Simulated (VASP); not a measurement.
# GaN (Fm-3m) in VASP: G0W0 quasiparticle levels with PBE

Aim: the G0W0 quasiparticle levels of GaN with PBE.

Program: VASP 6.6.1. These are calculated values, not measurements. Logs are shortened: lines on timing, memory, paths and dates and some standing lists are left out, and cuts for length are marked.

## (1) The cell of the first run

It takes space group Fm-3m (No. 225, cubic). Conventional cell: a = 4.217 Å, b = 4.217 Å, c = 4.217 Å, α = 90.00°, β = 90.00°, γ = 90.00°. Within 2.8 Å of Ga (site symmetry m-3m) lie 6 N at 2.11 Å. N (site symmetry m-3m) has 6 Ga at 2.11 Å within 2.8 Å.

## (2) G0W0 quasiparticle levels, PBE

File POSCAR:

```
GaN
1.0
    0.0000000000      2.1085152350      2.1085152350
    2.1085152350      0.0000000000      2.1085152350
    2.1085152350      2.1085152350      0.0000000000
Ga N
1 1
Direct
    0.0000000000      0.0000000000      0.0000000000
    0.5000000000      0.5000000000      0.5000000000
```

File INCAR.step1:

```
SYSTEM = GaN
ALGO = Normal ; EDIFF = 1E-8
ENCUT = 500 ; GGA = PE
ISMEAR = 0 ; LASPH = .True.
LCHARG = .False. ; LREAL = .False.
LWAVE = .True. ; NELM = 100
PREC = Accurate ; SIGMA = 0.01
```

File INCAR.step2:

```
SYSTEM = GaN
ALGO = Exact ; EDIFF = 1E-8
ENCUT = 500 ; GGA = PE
ISMEAR = 0 ; ISTART = 1
LASPH = .True. ; LCHARG = .False.
LOPTICS = .True. ; LREAL = .False.
LWAVE = .True. ; NBANDS = 69
NELM = 1 ; PREC = Accurate
SIGMA = 0.01
```

File INCAR.step3:

```
SYSTEM = GaN
ALGO = EVGW0 ; EDIFF = 1E-8
ENCUT = 500 ; ENCUTGW = 80.0
GGA = PE ; ISMEAR = 0
ISTART = 1 ; LASPH = .True.
LCHARG = .False. ; LREAL = .False.
LWAVE = .False. ; NBANDS = 69
NBANDSGW = 17 ; NELMGW = 1
NOMEGA = 48 ; PREC = Accurate
PRECFOCK = Fast ; SIGMA = 0.01
```

File KPOINTS:

```
k-points
0
Gamma
  4 4 4
  0 0 0
```

Potentials or basis: VASP PAW PBE potentials, release 64 (Ga_d_GW, N_GW).

Run with:

```bash
cat potpaw_PBE.64/Ga_d_GW/POTCAR potpaw_PBE.64/N_GW/POTCAR > POTCAR
cp INCAR.step1 INCAR
mpirun -np 1 vasp_std > vasp.out
cp INCAR.step2 INCAR
mpirun -np 1 vasp_std > vasp.out
cp INCAR.step3 INCAR
mpirun -np 1 vasp_std > vasp.out
```

OUTCAR:

```text
SYSTEM = GaN
   EDIFF = 1E-8
   ENCUT = 500
   ENCUTGW = 80.0
   GGA = PE
   ISMEAR = 0
   ISTART = 1
   LASPH = .True.
   LREAL = .False.
   NELMGW = 1
   PREC = Accurate
   PRECFOCK = Fast

 ion  position               nearest neighbor table
   1  0.000  0.000  0.000-   2 2.11   2 2.11   2 2.11   2 2.11   2 2.11   2 2.11
   2  0.500  0.500  0.500-   1 2.11   1 2.11   1 2.11   1 2.11   1 2.11   1 2.11

  LATTYP: Found a face centered cubic cell.
 ALAT       =     4.2170304700

  Lattice vectors:

 A1 = (   0.0000000000,   2.1085152350,   2.1085152350)
 A2 = (   2.1085152350,   0.0000000000,   2.1085152350)
 A3 = (   2.1085152350,   2.1085152350,   0.0000000000)

Analysis of symmetry for initial positions (statically):
=====================================================================
 Subroutine PRICEL returns:
 Original cell was already a primitive cell.

 Routine SETGRP: Setting up the symmetry group for a
 face centered cubic supercell.

 Subroutine GETGRP returns: Found 48 space group operations
 (whereof 48 operations were pure point group operations)
 out of a pool of 48 trial point group operations.

The static configuration has the point symmetry O_h .

Analysis of symmetry for dynamics (positions and initial velocities):
=====================================================================
 Subroutine PRICEL returns:
 Original cell was already a primitive cell.

 Routine SETGRP: Setting up the symmetry group for a
 face centered cubic supercell.

 Subroutine GETGRP returns: Found 48 space group operations
 (whereof 48 operations were pure point group operations)
 out of a pool of 48 trial point group operations.

The dynamic configuration has the point symmetry O_h .

 Subroutine INISYM returns: Found 48 space group operations
 (whereof 48 operations are pure point group operations),
 and found     1 'primitive' translations

----------------------------------------------------------------------------------------

                                     Primitive cell

  volume of cell :      18.7482

  direct lattice vectors                    reciprocal lattice vectors
     0.000000000  2.108515235  2.108515235    -0.237133691  0.237133691  0.237133691
     2.108515235  0.000000000  2.108515235     0.237133691 -0.237133691  0.237133691
     2.108515235  2.108515235  0.000000000     0.237133691  0.237133691 -0.237133691

  length of vectors
     2.981890842  2.981890842  2.981890842     0.410727601  0.410727601  0.410727601

  position of ions in fractional coordinates (direct lattice)
     0.000000000  0.000000000  0.000000000
     0.500000000  0.500000000  0.500000000

  ion indices of the primitive-cell ions
   primitive index   ion index
                 1           1
                 2           2

----------------------------------------------------------------------------------------

 KPOINTS: k-points

Automatic generation of k-mesh.
 Grid dimensions read from file:
 generate k-points for:    4    4    4

 Generating k-lattice:

  Cartesian coordinates                     Fractional coordinates (reciprocal lattice)
    -0.059283423  0.059283423  0.059283423     0.250000000  0.000000000  0.000000000
     0.059283423 -0.059283423  0.059283423     0.000000000  0.250000000  0.000000000
     0.059283423  0.059283423 -0.059283423     0.000000000  0.000000000  0.250000000

  Length of vectors
     0.102681900  0.102681900  0.102681900

  Shift w.r.t. Gamma in fractional coordinates (k-lattice)
     0.000000000  0.000000000  0.000000000

 Subroutine IBZKPT returns following result:
 ===========================================

 Found      8 irreducible k-points:

 Following reciprocal coordinates:
            Coordinates               Weight
  0.000000  0.000000  0.000000      1.000000
  0.250000  0.000000  0.000000      8.000000
  0.500000  0.000000  0.000000      4.000000
  0.250000  0.250000  0.000000      6.000000
  0.500000  0.250000  0.000000     24.000000
 -0.250000  0.250000  0.000000     12.000000
  0.500000  0.500000  0.000000      3.000000
 -0.250000  0.500000  0.250000      6.000000
   k-points           NKPTS =      8   k-points in BZ     NKDIM =     64   number of bands    NBANDS=     69
   number of dos      NEDOS =    301   number of ions     NIONS =      2
   total plane-waves  NPLWV =  13824
   dimension x,y,z NGX =    24 NGY =   24 NGZ =   24
   dimension x,y,z NGXF=    48 NGYF=   48 NGZF=   48
   ions per type =               1   1
   NGX,Y,Z   is equivalent  to a cutoff of  13.38, 13.38, 13.38 a.u.
   NGXF,Y,Z  is equivalent  to a cutoff of  26.76, 26.76, 26.76 a.u.
 SYSTEM =  GaN
   PREC   = accura    normal or accurate (medium, high low for compatibility)
   ISTART =      1    job   : 0-new  1-cont  2-samecut
   ICHARG =      0    charge: 1-file 2-atom 10-const
   ISPIN  =      1    spin polarized calculation?
   LNONCOLLINEAR =      F non collinear calculations
   LSORBIT =      F    spin-orbit coupling
   LASPH  =      T    aspherical Exc in radial PAW
   ENCUT  =  500.0 eV  36.75 Ry    6.06 a.u.   5.44  5.44  5.44*2*pi/ulx,y,z
   NELM   =     60;   NELMIN=  2; NELMDL=  0     # of ELM steps
   EDIFF  = 0.1E-07   stopping-criterion for ELM
   LREAL  =      F    real-space projection
   EDIFFG = 0.1E-06   stopping-criterion for IOM
   NSW    =      0    number of steps for IOM
   IBRION =     -1    ionic relax: 0-MD 1-quasi-New 2-CG
   NFREE  =      0    steps in history (QN), initial steepest desc. (CG)
   ISIF   =      0    stress and relaxation
   ISYM   =      3    0-nonsym 1-usesym 2-fastsym
   POTIM  = 0.5000    time-step for ionic-motion
   TEBEG  =    0.0;   TEEND  =   0.0 temperature during run
   PSTRESS=    0.0 pullay stress
   NELECT =      18.0000    total number of electrons
   NUPDOWN=      -1.0000    fix difference up-down
   EMIN   =  10.00;   EMAX   =-10.00  energy-range for DOS
   EFERMI =   0.00;   METHOD = LEGACY
   ISMEAR =     0;   SIGMA  =   0.01  broadening in eV -4-tet -1-fermi 0-gaus
   EFERMI_NEDOS =   21; number of points for ismear=-14 and -15
   IALGO  =     38    algorithm
   IMIX   =      4    mixing-type and parameters
     AMIX     =   0.40;   BMIX     =  1.00
     AMIX_MAG =   1.60;   BMIX_MAG =  1.00
  volume/ion in A,a.u.               =       9.37        63.26
  Fermi-wavevector in a.u.,A,eV,Ry     =   1.615024  3.051952 35.488101  2.608302
  Thomas-Fermi vector in A             =   2.709838
   LORBIT       =      0    0 simple, 1 ext, 2 COOP (PROOUT), +10 PAW based schemes
   GGA     = PE    functional components
   LHFCALC =     T    Hartree Fock is set to
   PRECFOCK=fast      Normal, Fast or Accurate (Low or Medium for compatibility)
   ENCUT4O =  -1.0   cutoff for four orbital integrals eV
   NKREDX  =     1    reduce k-point grid by
   NKREDY  =     1    reduce k-point grid by
   NKREDZ  =     1    reduce k-point grid by
   AEXX    =    1.0000 exact exchange contribution
   HFSCREEN=    0.0000 screening length (either q_TF or 0.3 A-1)
   HFSCREENC=   0.0000 screening length for correlation (either q_TF or 0.3 A-1)
   ENCUTFOCK=  -1.0 apply spherical cutoff to Coloumb kernel
   IVDW    =     0    specifies the selected vdW correction
   LEPSILON=     F    determine dielectric tensor
   LRPA    =     F    only Hartree local field effects (RPA)
   LRPAFORCE           =     F    calculate RPA forces
   ENCUTGW             =  80.0    cutoff for response function in eV
   ENCUTGWSOFT         =  64.0    soft cutoff for Coulomb kernel in GW response function in eV
   ENCUTLF             =  -1.0    cutoff for local field effects
   NELMGW              =     1    number of iterations in solving QP/BSE equation
   NELMHF              =     1    number of iterations in the inner HF iteration
   NKREDLFX            =     1    NKREDLFY  =   1   NKREDLFZ  =   1
 non-spin polarized calculation
 Gauss-broadening in eV      SIGMA  =   0.01
  energy-cutoff  :      500.00
  volume of cell :       18.75
 maximum number of plane-waves:       531
 NGX is ok and might be reduce to    24
  NGX = 12; NGY = 12; NGZ = 12
   NGX = 11   NGY = 11   NGZ = 11
 maximum number of plane-waves:        34
 NGX is ok and might be reduce to    10

 QP shifts <psi_nk| G(iteration)W_0 |psi_nk>: iteration 1
 for sc-GW calculations column KS-energies equals QP-energies in previous step
 and V_xc(KS)=  KS-energies - (<T + V_ion + V_H > + <T+V_H+V_ion>^1  + <V_x>^1)

 k-point   1 :       0.0000    0.0000    0.0000
  band No.  KS-energies  QP-energies   sigma(KS)   V_xc(KS)     V^pw_x(r,r')   Z            occupation Imag(sigma)

      1      -9.5544     -10.4168     -15.7338     -14.5245     -24.3765       0.7131       2.0000       1.3893
      2      -6.3393      -9.8074     -26.3476     -21.6467     -34.9668       0.7378       2.0000       0.2514
      3      -6.3393      -9.8074     -26.3476     -21.6467     -34.9668       0.7378       2.0000       0.2514
      4      -6.3393      -9.8074     -26.3476     -21.6467     -34.9668       0.7378       2.0000       0.2514
      5      -6.2413      -9.8109     -26.6825     -21.8506     -35.4549       0.7388       2.0000       0.2998
      6      -6.2413      -9.8109     -26.6825     -21.8506     -35.4549       0.7388       2.0000       0.2998
[... 9 lines left out ...]
     16      23.6729      24.4773     -11.6908     -12.7378      -4.4880       0.7683       0.0000      -0.5822
     17      23.8790      23.9552      -9.1513      -9.2482      -2.5327       0.7873       0.0000      -0.3535

 k-point   2 :       0.2500    0.0000    0.0000
  band No.  KS-energies  QP-energies   sigma(KS)   V_xc(KS)     V^pw_x(r,r')   Z            occupation Imag(sigma)

      1      -8.3847      -9.2070     -16.0987     -14.9292     -24.5265       0.7031       2.0000       1.2466
      2      -6.3820      -9.8622     -26.3614     -21.6359     -35.0931       0.7365       2.0000       0.2979
      3      -6.3820      -9.8622     -26.3614     -21.6359     -35.0931       0.7365       2.0000       0.2979
      4      -6.3769      -9.7933     -26.1190     -21.4859     -34.7245       0.7374       2.0000       0.2683
      5      -6.2102      -9.7319     -26.5880     -21.8260     -35.2711       0.7395       2.0000       0.2667
      6      -6.2102      -9.7319     -26.5880     -21.8260     -35.2711       0.7395       2.0000       0.2667
[... 9 lines left out ...]
     16      25.5406      26.0386     -11.8012     -12.4258      -5.5174       0.7972       0.0000      -0.4477
     17      32.5217      33.0162     -10.4579     -11.0694      -3.2064       0.8088       0.0000      -1.0095

 k-point   3 :       0.5000    0.0000    0.0000
  band No.  KS-energies  QP-energies   sigma(KS)   V_xc(KS)     V^pw_x(r,r')   Z            occupation Imag(sigma)

      1      -6.5454      -9.8416     -25.4660     -20.9824     -34.0021       0.7352       2.0000       0.3073
      2      -6.4936      -9.9233     -26.1720     -21.5005     -34.9355       0.7342       2.0000       0.3200
      3      -6.4936      -9.9233     -26.1720     -21.5005     -34.9355       0.7342       2.0000       0.3200
      4      -6.3692      -7.1250     -17.2143     -16.1428     -25.4507       0.7053       2.0000       1.0386
      5      -6.1079      -9.6351     -26.7096     -21.9387     -35.3861       0.7393       2.0000       0.2571
      6      -6.1079      -9.6351     -26.7096     -21.9387     -35.3861       0.7393       2.0000       0.2571
[... 9 lines left out ...]
     16      30.6808      31.2673     -12.5170     -13.2680      -4.9810       0.7810       0.0000      -1.0496
     17      32.7922      33.5196     -11.0206     -11.9226      -3.6922       0.8064       0.0000      -1.1342

 k-point   4 :       0.2500    0.2500    0.0000
  band No.  KS-energies  QP-energies   sigma(KS)   V_xc(KS)     V^pw_x(r,r')   Z            occupation Imag(sigma)

      1      -8.3045      -9.4700     -17.6239     -15.9798     -26.2129       0.7089       2.0000       1.1100
      2      -6.4299      -9.8728     -26.1734     -21.5045     -34.7755       0.7374       2.0000       0.2548
      3      -6.2133      -9.6977     -26.4942     -21.7763     -35.1275       0.7385       2.0000       0.2515
      4      -6.2133      -9.6977     -26.4942     -21.7763     -35.1275       0.7385       2.0000       0.2515
      5      -6.1847      -9.7679     -26.7562     -21.9113     -35.5360       0.7396       2.0000       0.2990
      6      -6.1233      -9.1764     -24.6916     -20.5364     -33.2262       0.7348       2.0000       0.4366
[... 37 lines left out ...]
      2      -6.4108      -9.8731     -26.3301     -21.6149     -35.1361       0.7343       2.0000       0.3283
      3      -6.4052      -9.7240     -25.6833     -21.1733     -34.2519       0.7359       2.0000       0.3049
      4      -6.3540      -9.7896     -26.1753     -21.5182     -34.7796       0.7377       2.0000       0.2637
      5      -6.1856      -9.6833     -26.5592     -21.8291     -35.1940       0.7395       2.0000       0.2478
      6      -5.4521      -8.0160     -23.3885     -19.9112     -31.7282       0.7373       2.0000       0.5301
[... 9 lines left out ...]
     16      28.2472      28.7636     -12.1326     -12.7949      -4.8496       0.7797       0.0000      -0.8410
     17      33.9393      34.8926     -11.0163     -12.1842      -3.9763       0.8162       0.0000      -1.0523

 k-point   7 :       0.5000    0.5000    0.0000
  band No.  KS-energies  QP-energies   sigma(KS)   V_xc(KS)     V^pw_x(r,r')   Z            occupation Imag(sigma)

      1      -8.0413     -10.2566     -22.1204     -18.9880     -31.1083       0.7072       2.0000       0.6856
      2      -6.5220      -9.9310     -25.9932     -21.3609     -34.5773       0.7359       2.0000       0.2583
      3      -6.1286      -9.7133     -26.8235     -21.9726     -35.6123       0.7390       2.0000       0.2983
      4      -6.0539      -9.5708     -26.7344     -21.9804     -35.3885       0.7398       2.0000       0.2465
      5      -6.0539      -9.5708     -26.7344     -21.9804     -35.3885       0.7398       2.0000       0.2465
      6      -3.2238      -5.1761     -22.5852     -19.9705     -30.5250       0.7467       2.0000       0.5567
[... 9 lines left out ...]
     16      35.1824      36.3051     -13.3266     -14.6849      -6.5868       0.8265       0.0000      -1.2001
     17      37.1527      37.9198      -9.8965     -10.8366      -2.6896       0.8160       0.0000      -1.1035

 k-point   8 :      -0.2500    0.5000    0.2500
  band No.  KS-energies  QP-energies   sigma(KS)   V_xc(KS)     V^pw_x(r,r')   Z            occupation Imag(sigma)

      1      -7.7083     -10.0279     -22.5399     -19.2825     -31.4797       0.7121       2.0000       0.6485
      2      -6.3318      -9.7684     -26.2038     -21.5467     -34.8067       0.7379       2.0000       0.2606
      3      -6.3318      -9.7684     -26.2038     -21.5467     -34.8067       0.7379       2.0000       0.2606
      4      -6.3150      -9.8052     -26.4441     -21.7032     -35.2414       0.7362       2.0000       0.3222
      5      -6.0538      -9.5723     -26.7355     -21.9805     -35.3906       0.7400       2.0000       0.2461
      6      -3.4507      -5.3057     -22.3337     -19.8340     -30.3625       0.7421       2.0000       0.5845
[... 9 lines left out ...]
     16      35.0817      36.2002     -13.0907     -14.4328      -5.9185       0.8334       0.0000      -1.4229
     17      37.5524      38.8075     -12.7718     -14.2965      -4.6380       0.8232       0.0000      -1.8653
```

It took 35 s on 1 thread of Intel Xeon 6975P-C, shared host; peak memory 0.18 GiB.

Results:

```
Band gap on the k mesh, mean-field level : 0.72 eV, indirect (least direct gap 2.80 eV)
Quasiparticle gap                        : 1.53 eV
Least direct quasiparticle gap           : 3.64 eV
```

Levels at points of the mesh, in eV from the valence-band top:
```csv
k point,band 7,band 8,band 9,band 10,band 11,band 12
"(0.00, 0.00, 0.00)",-0.34,-0.34,-0.34,2.46,14.75,14.75
"(0.50, 0.00, 0.00)",-8.19,0.00,0.00,4.84,9.22,9.22
"(0.50, 0.50, 0.00)",-7.05,-2.91,-2.91,0.72,7.91,12.17
```

Caveat: the k points lie up to 0.65 Å⁻¹ apart; bands, screening cutoff and mesh are small and nothing is extrapolated, so the quasiparticle values aren't converged.
